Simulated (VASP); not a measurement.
# CaHfO (P4/mmm) in VASP: a series of runs

CaHfO is run at these levels: PBE; tasks: single point.

All numbers are computed with VASP 6.6.1; they aren't measurements. Logs are shortened: lines on timing, memory, paths and dates and some standing lists are left out, and cuts for length are marked.

## (1) The cell of the first run

Symmetry: P4/mmm, No. 123, tetragonal system. The conventional cell has a = 3.996 Å, b = 3.996 Å, c = 3.405 Å, α = 90.00°, β = 90.00°, γ = 90.00°. Ca (site symmetry 4/mmm) has 4 O at 2.83 Å and 8 Hf at 3.30 Å and 2 Ca at 3.40 Å within 3.7 Å. Hf (site symmetry 4/mmm) has 2 O at 1.70 Å within 2.3 Å. Within 2.3 Å of O (site symmetry 4/mmm) lie 2 Hf at 1.70 Å.

The cell was generated, and may not be a known phase.

## (2) Single point, PBE

INCAR

```
SYSTEM = CaHfO
PREC     = Accurate       ! precision mode
ENCUT    = 520            ! plane-wave cutoff, eV
EDIFF    = 1E-6           ! SCF threshold, eV
ISMEAR   = 0              ! smearing method
SIGMA    = 0.1            ! smearing width, eV
LREAL    = .FALSE.        ! projectors in reciprocal space
LASPH    = .TRUE.         ! aspherical terms in the spheres
NELM     = 80             ! most SCF steps
ALGO     = Normal         ! electronic algorithm
ISIF     = 2              ! what is computed and relaxed
LWAVE    = .FALSE.        ! write WAVECAR
LCHARG   = .FALSE.        ! write CHGCAR
GGA      = PE             ! functional
NBANDS   = 20             ! bands
```

KPOINTS

```
Automatic mesh
0
G
  4 4 6
  0 0 0
```

POSCAR

```
CaHfO
1.0
    3.9957377300      0.0000000000      0.0000000000
    0.0000000000      3.9957377300      0.0000000000
    0.0000000000      0.0000000000      3.4048790700
Ca Hf O
1 1 1
Direct
    0.0000000000      0.0000000000      0.0000000000
    0.5000000000      0.5000000000      0.5000000000
    0.5000000000      0.5000000000      0.0000000000
```

Potentials or basis: VASP PAW PBE potentials, release 64 (Ca_sv, Hf_pv, O).

Run with:

```
$ cat potpaw_PBE.64/Ca_sv/POTCAR potpaw_PBE.64/Hf_pv/POTCAR potpaw_PBE.64/O/POTCAR > POTCAR
$ mpirun -np 1 vasp_std > vasp.out
```

OUTCAR:

```text
SYSTEM = CaHfO
   PREC = Accurate
   ENCUT = 520
   EDIFF = 1E-6
   ISMEAR = 0
   LREAL = .FALSE.
   LASPH = .TRUE.
   NELM = 80
   ISIF = 2
   GGA = PE

 ion  position               nearest neighbor table
   1  0.000  0.000  0.000-   2 3.30   2 3.30   2 3.30   2 3.30   2 3.30   2 3.30   2 3.30   2 3.30

   2  0.500  0.500  0.500-   3 1.70   3 1.70   1 3.30   1 3.30   1 3.30   1 3.30   1 3.30   1 3.30
                             1 3.30   1 3.30
   3  0.500  0.500  0.000-   2 1.70   2 1.70

  LATTYP: Found a simple tetragonal cell.
 ALAT       =     3.9957377300
 C/A-ratio  =     0.8521277672

  Lattice vectors:

 A1 = (   3.9957377300,   0.0000000000,   0.0000000000)
 A2 = (   0.0000000000,   3.9957377300,   0.0000000000)
 A3 = (   0.0000000000,   0.0000000000,   3.4048790700)

Analysis of symmetry for initial positions (statically):
=====================================================================
 Subroutine PRICEL returns:
 Original cell was already a primitive cell.

 Routine SETGRP: Setting up the symmetry group for a
 simple tetragonal supercell.

 Subroutine GETGRP returns: Found 16 space group operations
 (whereof 16 operations were pure point group operations)
 out of a pool of 16 trial point group operations.

The static configuration has the point symmetry D_4h.

Analysis of symmetry for dynamics (positions and initial velocities):
=====================================================================
 Subroutine PRICEL returns:
 Original cell was already a primitive cell.

 Routine SETGRP: Setting up the symmetry group for a
 simple tetragonal supercell.

 Subroutine GETGRP returns: Found 16 space group operations
 (whereof 16 operations were pure point group operations)
 out of a pool of 16 trial point group operations.

The dynamic configuration has the point symmetry D_4h.

 Subroutine INISYM returns: Found 16 space group operations
 (whereof 16 operations are pure point group operations),
 and found     1 'primitive' translations

----------------------------------------------------------------------------------------

                                     Primitive cell

  volume of cell :      54.3620

  direct lattice vectors                    reciprocal lattice vectors
     3.995737730  0.000000000  0.000000000     0.250266676  0.000000000  0.000000000
     0.000000000  3.995737730  0.000000000     0.000000000  0.250266676  0.000000000
     0.000000000  0.000000000  3.404879070     0.000000000  0.000000000  0.293696187

  length of vectors
     3.995737730  3.995737730  3.404879070     0.250266676  0.250266676  0.293696187

  position of ions in fractional coordinates (direct lattice)
     0.000000000  0.000000000  0.000000000
     0.500000000  0.500000000  0.500000000
     0.500000000  0.500000000  0.000000000

  ion indices of the primitive-cell ions
   primitive index   ion index
                 1           1
                 2           2
                 3           3

----------------------------------------------------------------------------------------

 KPOINTS: Automatic mesh

Automatic generation of k-mesh.
 Grid dimensions read from file:
 generate k-points for:    4    4    6

 Generating k-lattice:

  Cartesian coordinates                     Fractional coordinates (reciprocal lattice)
     0.062566669  0.000000000  0.000000000     0.250000000  0.000000000  0.000000000
     0.000000000  0.062566669  0.000000000     0.000000000  0.250000000  0.000000000
     0.000000000  0.000000000  0.048949364     0.000000000  0.000000000  0.166666667

  Length of vectors
     0.062566669  0.062566669  0.048949364

  Shift w.r.t. Gamma in fractional coordinates (k-lattice)
     0.000000000  0.000000000  0.000000000

 Subroutine IBZKPT returns following result:
 ===========================================

 Found     24 irreducible k-points:

 Following reciprocal coordinates:
            Coordinates               Weight
  0.000000  0.000000  0.000000      1.000000
  0.250000  0.000000  0.000000      4.000000
  0.500000  0.000000  0.000000      2.000000
  0.250000  0.250000  0.000000      4.000000
  0.500000  0.250000  0.000000      4.000000
  0.500000  0.500000  0.000000      1.000000
[... 16 lines left out ...]
  0.500000  0.250000  0.500000      4.000000
  0.500000  0.500000  0.500000      1.000000
   k-points           NKPTS =     24   k-points in BZ     NKDIM =     24   number of bands    NBANDS=     20
   number of dos      NEDOS =    301   number of ions     NIONS =      3
   total plane-waves  NPLWV =  25200
   dimension x,y,z NGX =    30 NGY =   30 NGZ =   28
   dimension x,y,z NGXF=    60 NGYF=   60 NGZF=   56
   ions per type =               1   1   1
   NGX,Y,Z   is equivalent  to a cutoff of  12.48, 12.48, 13.67 a.u.
   NGXF,Y,Z  is equivalent  to a cutoff of  24.96, 24.96, 27.34 a.u.
 SYSTEM =  CaHfO
   PREC   = accura    normal or accurate (medium, high low for compatibility)
   ISTART =      0    job   : 0-new  1-cont  2-samecut
   ICHARG =      2    charge: 1-file 2-atom 10-const
   ISPIN  =      1    spin polarized calculation?
   LNONCOLLINEAR =      F non collinear calculations
   LSORBIT =      F    spin-orbit coupling
   LASPH  =      T    aspherical Exc in radial PAW
   ENCUT  =  520.0 eV  38.22 Ry    6.18 a.u.   7.43  7.43  6.33*2*pi/ulx,y,z
   NELM   =     80;   NELMIN=  2; NELMDL= -5     # of ELM steps
   EDIFF  = 0.1E-05   stopping-criterion for ELM
   LREAL  =      F    real-space projection
[... 7 lines left out ...]
   TEBEG  =    0.0;   TEEND  =   0.0 temperature during run
   PSTRESS=    0.0 pullay stress
   NELECT =      26.0000    total number of electrons
   NUPDOWN=      -1.0000    fix difference up-down
   EMIN   =  10.00;   EMAX   =-10.00  energy-range for DOS
   EFERMI =   0.00;   METHOD = LEGACY
   ISMEAR =     0;   SIGMA  =   0.10  broadening in eV -4-tet -1-fermi 0-gaus
   EFERMI_NEDOS =   21; number of points for ismear=-14 and -15
   IALGO  =     38    algorithm
   IMIX   =      4    mixing-type and parameters
     AMIX     =   0.40;   BMIX     =  1.00
     AMIX_MAG =   1.60;   BMIX_MAG =  1.00
  volume/ion in A,a.u.               =      18.12       122.28
  Fermi-wavevector in a.u.,A,eV,Ry     =   1.280268  2.419355 22.301105  1.639085
  Thomas-Fermi vector in A             =   2.412705
   LORBIT       =      0    0 simple, 1 ext, 2 COOP (PROOUT), +10 PAW based schemes
   GGA     = PE    functional components
   LHFCALC =     F    Hartree Fock is set to
   AEXX    =    0.0000 exact exchange contribution
   IVDW    =     0    specifies the selected vdW correction
   LEPSILON=     F    determine dielectric tensor
   LRPA    =     F    only Hartree local field effects (RPA)
 non-spin polarized calculation
 Gauss-broadening in eV      SIGMA  =   0.10
  energy-cutoff  :      520.00
  volume of cell :       54.36
 maximum number of plane-waves:      1492
 NGX is ok and might be reduce to    30
   NGX = 15   NGY = 15   NGZ = 13

 number of electron      25.9999991 magnetization

 Free energy of the ion-electron system (eV)
  ---------------------------------------------------
  ext. energy  EPLUGINS =         0.00000000
  ---------------------------------------------------
  free energy    TOTEN  =       -17.06314437 eV

  energy without entropy =      -17.04397635  energy(sigma->0) =      -17.05356036

 E-fermi :   5.1449     XC(G=0): -10.3685

 val. band max:        5.1293493579   @ k =   0.2500   0.2500   0.1667
 cond. band min:       5.1461620654   @ k =   0.2500   0.2500   0.0000
 fundamental gap:      0.0168127076
 Fermi energy:         5.1449299679

 k-point     1 :       0.0000    0.0000    0.0000
  band No.  band energies     occupation
      1     -36.0042      2.00000
      2     -26.8881      2.00000
      3     -25.4524      2.00000
      4     -25.4524      2.00000
      5     -17.1585      2.00000
      6     -17.0998      2.00000
[... 12 lines left out ...]
     19      10.4773      0.00000
     20      10.4773      0.00000

 k-point     2 :       0.2500    0.0000    0.0000
  band No.  band energies     occupation
      1     -36.0023      2.00000
      2     -26.8865      2.00000
      3     -25.4699      2.00000
      4     -25.4496      2.00000
      5     -17.4820      2.00000
      6     -17.1002      2.00000
[... 12 lines left out ...]
     19       9.5544      0.00000
     20       9.5603      0.00000

 k-point     3 :       0.5000    0.0000    0.0000
  band No.  band energies     occupation
      1     -36.0004      2.00000
      2     -26.8849      2.00000
      3     -25.4874      2.00000
      4     -25.4467      2.00000
      5     -17.6317      2.00000
      6     -17.1007      2.00000
[... 12 lines left out ...]
     19       8.8021      0.00000
     20       9.0901      0.00000

 k-point     4 :       0.2500    0.2500    0.0000
  band No.  band energies     occupation
      1     -36.0001      2.00000
      2     -26.8851      2.00000
      3     -25.4721      2.00000
      4     -25.4672      2.00000
      5     -17.4783      2.00000
      6     -17.1327      2.00000
[... 12 lines left out ...]
     19       9.2900      0.00000
     20       9.4871      0.00000

 k-point     5 :       0.5000    0.2500    0.0000
  band No.  band energies     occupation
      1     -35.9979      2.00000
      2     -26.8837      2.00000
      3     -25.4896      2.00000
      4     -25.4694      2.00000
      5     -17.4901      2.00000
      6     -17.1327      2.00000
[... 12 lines left out ...]
     19       9.2973      0.00000
     20       9.7637      0.00000

 k-point     6 :       0.5000    0.5000    0.0000
  band No.  band energies     occupation
      1     -35.9953      2.00000
      2     -26.8825      2.00000
      3     -25.4919      2.00000
      4     -25.4919      2.00000
      5     -17.1644      2.00000
      6     -17.1644      2.00000
[... 12 lines left out ...]
     19       8.2952      0.00000
     20       9.5793      0.00000

 k-point     7 :       0.0000    0.0000    0.1667
  band No.  band energies     occupation
      1     -35.9975      2.00000
      2     -27.2261      2.00000
      3     -25.4358      2.00000
      4     -25.4358      2.00000
      5     -17.0945      2.00000
      6     -17.0945      2.00000
[... 12 lines left out ...]
     19       9.9024      0.00000
     20       9.9024      0.00000
[... 277 lines left out ...]
 k-point    20 :       0.2500    0.0000    0.5000
  band No.  band energies     occupation
      1     -35.9744      2.00000
      2     -28.0521      2.00000
      3     -25.4060      2.00000
      4     -25.3836      2.00000
      5     -17.1326      2.00000
      6     -17.1107      2.00000
[... 12 lines left out ...]
     19       9.6746      0.00000
     20      11.3561      0.00000

 k-point    21 :       0.5000    0.0000    0.5000
  band No.  band energies     occupation
      1     -35.9716      2.00000
      2     -28.0535      2.00000
      3     -25.4266      2.00000
      4     -25.3819      2.00000
      5     -17.1421      2.00000
      6     -17.1196      2.00000
[... 12 lines left out ...]
     19      10.2327      0.00000
     20      11.2974      0.00000

 k-point    22 :       0.2500    0.2500    0.5000
  band No.  band energies     occupation
      1     -35.9719      2.00000
      2     -28.0508      2.00000
      3     -25.4043      2.00000
      4     -25.4027      2.00000
      5     -17.1275      2.00000
      6     -17.1140      2.00000
[... 12 lines left out ...]
     19      10.7981      0.00000
     20      11.2282      0.00000

 k-point    23 :       0.5000    0.2500    0.5000
  band No.  band energies     occupation
      1     -35.9695      2.00000
      2     -28.0496      2.00000
      3     -25.4233      2.00000
      4     -25.4010      2.00000
      5     -17.1457      2.00000
      6     -17.1224      2.00000
[... 12 lines left out ...]
     19      10.0067      0.00000
     20      10.2914      0.00000

 k-point    24 :       0.5000    0.5000    0.5000
  band No.  band energies     occupation
      1     -35.9674      2.00000
      2     -28.0457      2.00000
      3     -25.4201      2.00000
      4     -25.4201      2.00000
      5     -17.1494      2.00000
      6     -17.1494      2.00000
[... 12 lines left out ...]
     19       9.8090      0.00000
     20      10.3182      0.00000

------------------------ aborting loop because EDIFF is reached ----------------------------------------

  FORCE on cell =-STRESS in cart. coord.  units (eV):
  Direction    XX          YY          ZZ          XY          YZ          ZX
  --------------------------------------------------------------------------------------
  -------------------------------------------------------------------------------------
  Total        1.1238376      1.1238376     58.0874594      0.0000000     -0.0000000      0.0000000
  in kB       33.1221473     33.1221473   1711.9746260      0.0000000     -0.0000000      0.0000000
  external PRESSURE =     592.7396402 kB  Pullay stress =       0.0000000 kB

 VOLUME and BASIS-vectors are now :
 -----------------------------------------------------------------------------
  energy-cutoff  :      520.00
  volume of cell :       54.36
      direct lattice vectors                 reciprocal lattice vectors
     3.995737730  0.000000000  0.000000000     0.250266676  0.000000000  0.000000000
     0.000000000  3.995737730  0.000000000     0.000000000  0.250266676  0.000000000
     0.000000000  0.000000000  3.404879070     0.000000000  0.000000000  0.293696187

 POSITION                                       TOTAL-FORCE (eV/Angst)
 -----------------------------------------------------------------------------------
      0.00000      0.00000      0.00000         0.000000      0.000000      0.000000
      1.99787      1.99787      1.70244         0.000000      0.000000      0.000000
      1.99787      1.99787      0.00000         0.000000      0.000000      0.000000
 -----------------------------------------------------------------------------------
    total drift:                                0.000000      0.000000     -0.000000

  FREE ENERGIE OF THE ION-ELECTRON SYSTEM (eV)
  ---------------------------------------------------
  free  energy   TOTEN  =       -17.0631443700 eV

  energy  without entropy=      -17.0439763470  energy(sigma->0) =      -17.05356036
```

It took 35 s on 1 thread of Oxide Virtual Turin-like, shared host; peak memory 0.14 GiB.

What came out:

- Free energy: -17.0631 eV
- Pressure: 59.3 GPa
- Band gap on the k mesh: zero (bands 13 and 14 overlap by 0.53 eV)

Stress tensor (GPa, compression positive):
```
  3.31   0.00   0.00
  0.00   3.31   0.00
  0.00   0.00 171.20
```

Levels at points of the mesh, in eV from the Fermi level:
```tsv
k point	band 10	band 11	band 12	band 13	band 14	band 15	band 16	band 17
(0.00, 0.00, 0.00)	-6.14	-5.01	-2.05	-1.71	0.79	1.64	1.64	1.84
(0.50, 0.00, 0.00)	-6.33	-2.61	-1.71	-1.19	0.87	1.39	2.15	2.18
(0.50, 0.50, 0.00)	-6.50	-2.09	-1.68	0.21	0.68	0.68	1.61	1.61
(0.00, 0.00, 0.50)	-8.02	-8.02	-2.91	0.03	0.39	1.26	2.04	2.04
(0.50, 0.00, 0.50)	-8.63	-8.20	-2.54	-0.08	0.80	2.57	3.01	3.50
(0.50, 0.50, 0.50)	-8.33	-8.33	-0.24	-0.08	-0.08	2.82	2.93	3.51
```

Caveat: the k points lie up to 0.39 Å⁻¹ apart, too coarse for converged energies and pressures of a metal; spin-orbit coupling is left out, which moves the levels of the heavy elements.

[end of part 1 of 2]

The gap in the log of VASP goes by the Fermi energy; the results here count the filled bands.